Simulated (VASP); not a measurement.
# Os (Pm-3m) in VASP: further runs

Os is run at these levels: revPBE; tasks: relaxation of cell and atoms, single point.

All numbers are computed with VASP 6.6.1; they aren't measurements. Logs are shortened: lines on timing, memory, paths and dates and some standing lists are left out, and cuts for length are marked.

## (1) The cell of the first run

The structure is cubic, space group Pm-3m (No. 221). Conventional cell: a = 2.472 Å, b = 2.472 Å, c = 2.472 Å, α = 90.00°, β = 90.00°, γ = 90.00°. Os (site symmetry m-3m) has 6 Os at 2.47 Å within 3.3 Å.

## (2) Relaxation of cell and atoms, revPBE

File INCAR:

```
SYSTEM = Os
PREC = Accurate
ENCUT = 600
EDIFF = 1E-7
ISMEAR = -1
SIGMA = 0.1
LREAL = .FALSE.
LASPH = .TRUE.
NELM = 60
ALGO = Normal
ISIF = 3
LWAVE = .FALSE.
LCHARG = .FALSE.
GGA = RE
IBRION = 2
NSW = 80
EDIFFG = -0.01
```

File KPOINTS:

```
regular mesh
0
G
  13 13 13
  0 0 0
```

File POSCAR:

```
Os
1.0
    2.4722656457      0.0000000000      0.0000000000
    0.0000000000      2.4722656457      0.0000000000
    0.0000000000      0.0000000000      2.4722656457
Os
1
Direct
    0.0000000000      0.0000000000      0.0000000000
```

Potentials or basis: VASP PAW PBE potentials, release 64 (Os).

The run is started by

```console
cat potpaw_PBE.64/Os/POTCAR > POTCAR
mpirun -np 1 vasp_std > vasp.out
```

OUTCAR:

```text
SYSTEM = Os
   PREC = Accurate
   ENCUT = 600
   EDIFF = 1E-7
   ISMEAR = -1
   LREAL = .FALSE.
   LASPH = .TRUE.
   NELM = 60
   ISIF = 3
   GGA = RE
   IBRION = 2
   NSW = 80
   EDIFFG = -0.01

 ion  position               nearest neighbor table
   1  0.000  0.000  0.000-

  LATTYP: Found a simple cubic cell.
 ALAT       =     2.4722656457

  Lattice vectors:

 A1 = (   2.4722656457,   0.0000000000,   0.0000000000)
 A2 = (   0.0000000000,   2.4722656457,   0.0000000000)
 A3 = (   0.0000000000,   0.0000000000,   2.4722656457)

Analysis of symmetry for initial positions (statically):
=====================================================================
 Subroutine PRICEL returns:
 Original cell was already a primitive cell.

 Routine SETGRP: Setting up the symmetry group for a
 simple cubic supercell.

 Subroutine GETGRP returns: Found 48 space group operations
 (whereof 48 operations were pure point group operations)
 out of a pool of 48 trial point group operations.

The static configuration has the point symmetry O_h .

Analysis of symmetry for dynamics (positions and initial velocities):
=====================================================================
 Subroutine PRICEL returns:
 Original cell was already a primitive cell.

 Routine SETGRP: Setting up the symmetry group for a
 simple cubic supercell.

 Subroutine GETGRP returns: Found 48 space group operations
 (whereof 48 operations were pure point group operations)
 out of a pool of 48 trial point group operations.

The dynamic configuration has the point symmetry O_h .

 Subroutine INISYM returns: Found 48 space group operations
 (whereof 48 operations are pure point group operations),
 and found     1 'primitive' translations

----------------------------------------------------------------------------------------

                                     Primitive cell

  volume of cell :      15.1107

  direct lattice vectors                    reciprocal lattice vectors
     2.472265646  0.000000000  0.000000000     0.404487277  0.000000000  0.000000000
     0.000000000  2.472265646  0.000000000     0.000000000  0.404487277  0.000000000
     0.000000000  0.000000000  2.472265646     0.000000000  0.000000000  0.404487277

  length of vectors
     2.472265646  2.472265646  2.472265646     0.404487277  0.404487277  0.404487277

  position of ions in fractional coordinates (direct lattice)
     0.000000000  0.000000000  0.000000000

  ion indices of the primitive-cell ions
   primitive index   ion index
                 1           1

----------------------------------------------------------------------------------------

 KPOINTS: regular mesh

Automatic generation of k-mesh.
 Grid dimensions read from file:
 generate k-points for:   13   13   13

 Generating k-lattice:

  Cartesian coordinates                     Fractional coordinates (reciprocal lattice)
     0.031114406  0.000000000  0.000000000     0.076923077  0.000000000  0.000000000
     0.000000000  0.031114406  0.000000000     0.000000000  0.076923077  0.000000000
     0.000000000  0.000000000  0.031114406     0.000000000  0.000000000  0.076923077

  Length of vectors
     0.031114406  0.031114406  0.031114406

  Shift w.r.t. Gamma in fractional coordinates (k-lattice)
     0.000000000  0.000000000  0.000000000

 Subroutine IBZKPT returns following result:
 ===========================================

 Found     84 irreducible k-points:

 Following reciprocal coordinates:
            Coordinates               Weight
  0.000000  0.000000  0.000000      1.000000
  0.076923  0.000000  0.000000      6.000000
  0.153846  0.000000  0.000000      6.000000
  0.230769  0.000000  0.000000      6.000000
  0.307692  0.000000  0.000000      6.000000
  0.384615  0.000000  0.000000      6.000000
[... 16 lines left out ...]
  0.307692  0.307692  0.000000     12.000000
  0.384615  0.307692  0.000000     24.000000
 [... further k-points ...]
   k-points           NKPTS =     84   k-points in BZ     NKDIM =     84   number of bands    NBANDS=      8
   number of dos      NEDOS =    301   number of ions     NIONS =      1
   total plane-waves  NPLWV =   8000
   dimension x,y,z NGX =    20 NGY =   20 NGZ =   20
   dimension x,y,z NGXF=    40 NGYF=   40 NGZF=   40
   ions per type =               1
   NGX,Y,Z   is equivalent  to a cutoff of  13.45, 13.45, 13.45 a.u.
   NGXF,Y,Z  is equivalent  to a cutoff of  26.90, 26.90, 26.90 a.u.
 SYSTEM =  Os
   PREC   = accura    normal or accurate (medium, high low for compatibility)
   ISTART =      0    job   : 0-new  1-cont  2-samecut
   ICHARG =      2    charge: 1-file 2-atom 10-const
   ISPIN  =      1    spin polarized calculation?
   LNONCOLLINEAR =      F non collinear calculations
   LSORBIT =      F    spin-orbit coupling
   LASPH  =      T    aspherical Exc in radial PAW
   ENCUT  =  600.0 eV  44.10 Ry    6.64 a.u.   4.94  4.94  4.94*2*pi/ulx,y,z
   NELM   =     60;   NELMIN=  2; NELMDL= -5     # of ELM steps
   EDIFF  = 0.1E-06   stopping-criterion for ELM
   LREAL  =      F    real-space projection
   EDIFFG = -.1E-01   stopping-criterion for IOM
   NSW    =     80    number of steps for IOM
   IBRION =      2    ionic relax: 0-MD 1-quasi-New 2-CG
   NFREE  =      1    steps in history (QN), initial steepest desc. (CG)
   ISIF   =      3    stress and relaxation
   ISYM   =      2    0-nonsym 1-usesym 2-fastsym
   POTIM  = 0.5000    time-step for ionic-motion
   TEBEG  =    0.0;   TEEND  =   0.0 temperature during run
   PSTRESS=    0.0 pullay stress
   NELECT =       8.0000    total number of electrons
   NUPDOWN=      -1.0000    fix difference up-down
   EMIN   =  10.00;   EMAX   =-10.00  energy-range for DOS
   EFERMI =   0.00;   METHOD = LEGACY
   ISMEAR =    -1;   SIGMA  =   0.10  broadening in eV -4-tet -1-fermi 0-gaus
   EFERMI_NEDOS =   21; number of points for ismear=-14 and -15
   IALGO  =     38    algorithm
   IMIX   =      4    mixing-type and parameters
     AMIX     =   0.40;   BMIX     =  1.00
     AMIX_MAG =   1.60;   BMIX_MAG =  1.00
  volume/ion in A,a.u.               =      15.11       101.97
  Fermi-wavevector in a.u.,A,eV,Ry     =   1.324371  2.502698 23.864058  1.753959
  Thomas-Fermi vector in A             =   2.453911
   LORBIT       =      0    0 simple, 1 ext, 2 COOP (PROOUT), +10 PAW based schemes
   GGA     = RE    functional components
   LHFCALC =     F    Hartree Fock is set to
   AEXX    =    0.0000 exact exchange contribution
   IVDW    =     0    specifies the selected vdW correction
   LEPSILON=     F    determine dielectric tensor
   LRPA    =     F    only Hartree local field effects (RPA)
 conjugate gradient relaxation of ions
 non-spin polarized calculation
  energy-cutoff  :      600.00
  volume of cell :       15.11
 maximum number of plane-waves:       517
 NGX is ok and might be reduce to    20
   NGX =  9   NGY =  9   NGZ =  9

--------------------------------------- Ionic step        1  -------------------------------------------

 number of electron       8.0000002 magnetization

 Free energy of the ion-electron system (eV)
  ---------------------------------------------------
  ext. energy  EPLUGINS =         0.00000000
  ---------------------------------------------------
  free energy    TOTEN  =        -9.07378287 eV

  energy without entropy =       -9.03480865  energy(sigma->0) =       -9.05429576

------------------------ aborting loop because EDIFF is reached ----------------------------------------

  FORCE on cell =-STRESS in cart. coord.  units (eV):
  Direction    XX          YY          ZZ          XY          YZ          ZX
  --------------------------------------------------------------------------------------
  -------------------------------------------------------------------------------------
  Total        3.5477519      3.5477519      3.5477519      0.0000000      0.0000000      0.0000000
  in kB      376.1650272    376.1650272    376.1650272      0.0000000      0.0000000      0.0000000
  external PRESSURE =     376.1650272 kB  Pullay stress =       0.0000000 kB
[... 20 lines left out ...]
  energy  without entropy=       -9.0348086540  energy(sigma->0) =       -9.05429576

--------------------------------------- Ionic step        2  -------------------------------------------

 number of electron       8.0000000 magnetization

 E-fermi :   3.1043     XC(G=0): -10.8488

 val. band max:        3.0903829685   @ k =   0.3077   0.0769   0.0000
 cond. band min:       3.1097515875   @ k =   0.3077   0.1538   0.0769
 fundamental gap:      0.0193686190
 Fermi energy:         3.1042845894

 k-point     1 :       0.0000    0.0000    0.0000
  band No.  band energies     occupation
      1      -3.5461      2.00000
      2      -0.3917      2.00000
      3      -0.3917      2.00000
      4       4.2855      0.00001
      5       4.2855      0.00001
      6       4.2855      0.00001
      7      16.0936      0.00000
      8      16.0936      0.00000
[... 355 lines left out ...]
  energy  without entropy=       -9.2110687887  energy(sigma->0) =       -9.23450681

--------------------------------------- Ionic step        5  -------------------------------------------

 number of electron       7.9999999 magnetization

 Free energy of the ion-electron system (eV)
  ---------------------------------------------------
  ext. energy  EPLUGINS =         0.00000000
  ---------------------------------------------------
  free energy    TOTEN  =        -9.25806203 eV

  energy without entropy =       -9.21142010  energy(sigma->0) =       -9.23474107

 E-fermi :   7.1297     XC(G=0): -12.7972

 val. band max:        7.1242791646   @ k =   0.3077   0.1538   0.0000
 cond. band min:       7.1300081083   @ k =   0.3077   0.1538   0.0769
 fundamental gap:      0.0057289436
 Fermi energy:         7.1296560334

 k-point     1 :       0.0000    0.0000    0.0000
  band No.  band energies     occupation
      1      -2.2399      2.00000
      2       1.2554      2.00000
      3       1.2554      2.00000
      4       9.3417      0.00000
      5       9.3417      0.00000
      6       9.3417      0.00000
      7      22.5523      0.00000
      8      22.5523      0.00000
[... 281 lines left out ...]
  FREE ENERGIE OF THE ION-ELECTRON SYSTEM (eV)
  ---------------------------------------------------
  free  energy   TOTEN  =        -9.2580620311 eV

  energy  without entropy=       -9.2114201024  energy(sigma->0) =       -9.23474107

 reached required accuracy - stopping structural energy minimisation
```

Run time: 74 s. Hardware: 1 thread of AMD EPYC 7R13, shared host; peak memory 0.11 GiB.

Results:

| Quantity | Value |
| --- | --- |
| Free energy | -9.2581 eV |
| Relaxed volume | 16.85 Å³/atom |
| Relaxed cell | a = 2.564 Å, b = 2.564 Å, c = 2.564 Å, α = 90.00°, β = 90.00°, γ = 90.00° |
| Space group after relaxing (to 0.05 Å) | Pm-3m (No. 221) |
| Energy gained by relaxing | 184.3 meV/atom |
| Ionic steps | 5 |
| Pressure after relaxing | 0.0 GPa |
| Band gap on the k mesh | zero (band 4 reaches 11.50 eV, above the bottom of band 5 at 6.20 eV) |

The path:
| step | energy change (eV) | largest force (eV/Å) | pressure (GPa) | volume (Å³) |
| --- | --- | --- | --- | --- |
| 1 | 0.0000 | 0.0000 | 37.62 | 15.11 |
| 2 | 1.1248 | 0.0000 | -38.85 | 24.27 |
| 3 | -0.1798 | 0.0000 | -4.60 | 17.16 |
| 4 | -0.1842 | 0.0000 | -0.75 | 16.90 |
| 5 | -0.1843 | 0.0000 | 0.00 | 16.85 |

Final structure:
```yaml
crystal:
  lattice:
    - [2.56388, 0.00000, 0.00000]
    - [0.00000, 2.56388, 0.00000]
    - [0.00000, 0.00000, 2.56388]
  atoms:
    - { symbol: Os, position: [0.00000, 0.00000, 0.00000] }
```

Caveat: the PAW data sets were made with another functional, which shifts forces and pressure a little; spin-orbit coupling is left out, which moves the levels of the heavy elements.

## (3) Single point, revPBE

This run uses another cell than the first one, of 16.88 Å³/atom, 1.117 times its volume.

File INCAR:

```
PREC = Accurate ; ENCUT = 520
EDIFF = 1E-6 ; ISMEAR = -1
SIGMA = 0.1 ; LREAL = F
LASPH = T ; NELM = 60
ALGO = Normal ; ISIF = 2
LWAVE = F ; LCHARG = F
GGA = RE ; NBANDS = 10
```

File KPOINTS:

```
regular mesh
0
Gamma
  20 20 20
```

File POSCAR:

```
Os
1.0
    2.5652057079      0.0000000000      0.0000000000
    0.0000000000      2.5652057079      0.0000000000
    0.0000000000      0.0000000000      2.5652057079
Os
1
Direct
    0.0000000000      0.0000000000      0.0000000000
```

Potentials or basis: VASP PAW PBE potentials, release 64 (Os).

The run is started by

```console
cat potpaw_PBE.64/Os/POTCAR > POTCAR
mpirun -np 1 vasp_std > vasp.out
```

OUTCAR:

```text
PREC = Accurate
   ENCUT = 520
   EDIFF = 1E-6
   ISMEAR = -1
   LREAL = F
   LASPH = T
   NELM = 60
   ISIF = 2
   GGA = RE

 ion  position               nearest neighbor table
   1  0.000  0.000  0.000-

  LATTYP: Found a simple cubic cell.
 ALAT       =     2.5652057079

  Lattice vectors:

 A1 = (   2.5652057079,   0.0000000000,   0.0000000000)
 A2 = (   0.0000000000,   2.5652057079,   0.0000000000)
 A3 = (   0.0000000000,   0.0000000000,   2.5652057079)

[... 480 lines left out ...]
      1      -0.8187      2.00000
      2       1.7712      2.00000
      3       2.6871      2.00000
      4       7.5634      0.02087
      5       8.0466      0.00017
      6       9.0624      0.00000
      7      18.5602      0.00000
      8      22.7080      0.00000
      9      25.3511      0.00000
     10      27.2207      0.00000

 [... further k-points ...]
[... 5 lines left out ...]
  --------------------------------------------------------------------------------------
  -------------------------------------------------------------------------------------
  Total       -0.0416770     -0.0416770     -0.0416770      0.0000000      0.0000000     -0.0000000
  in kB       -3.9558590     -3.9558590     -3.9558590      0.0000000      0.0000000     -0.0000000
  external PRESSURE =      -3.9558590 kB  Pullay stress =       0.0000000 kB

 VOLUME and BASIS-vectors are now :
 -----------------------------------------------------------------------------
  energy-cutoff  :      520.00
  volume of cell :       16.88
      direct lattice vectors                 reciprocal lattice vectors
     2.565205708  0.000000000  0.000000000     0.389832284  0.000000000  0.000000000
     0.000000000  2.565205708  0.000000000     0.000000000  0.389832284  0.000000000
     0.000000000  0.000000000  2.565205708     0.000000000  0.000000000  0.389832284

 POSITION                                       TOTAL-FORCE (eV/Angst)
 -----------------------------------------------------------------------------------
      0.00000      0.00000      0.00000         0.000000      0.000000      0.000000
 -----------------------------------------------------------------------------------
    total drift:                               -0.000000     -0.000000     -0.000000

  FREE ENERGIE OF THE ION-ELECTRON SYSTEM (eV)
  ---------------------------------------------------
  free  energy   TOTEN  =        -9.2581502561 eV

  energy  without entropy=       -9.2081209936  energy(sigma->0) =       -9.23313562
```

Run time: 66 s. Hardware: 1 thread of AMD EPYC 7R13, shared host; peak memory 0.13 GiB.

Results:

* Free energy: -9.2582 eV
* Pressure: -0.4 GPa
* Band gap on the k mesh: zero (band 4 reaches 11.89 eV, above the bottom of band 5 at 5.99 eV)

Caveat: the PAW data sets were made with another functional, which shifts forces and pressure a little; spin-orbit coupling is left out, which moves the levels of the heavy elements.
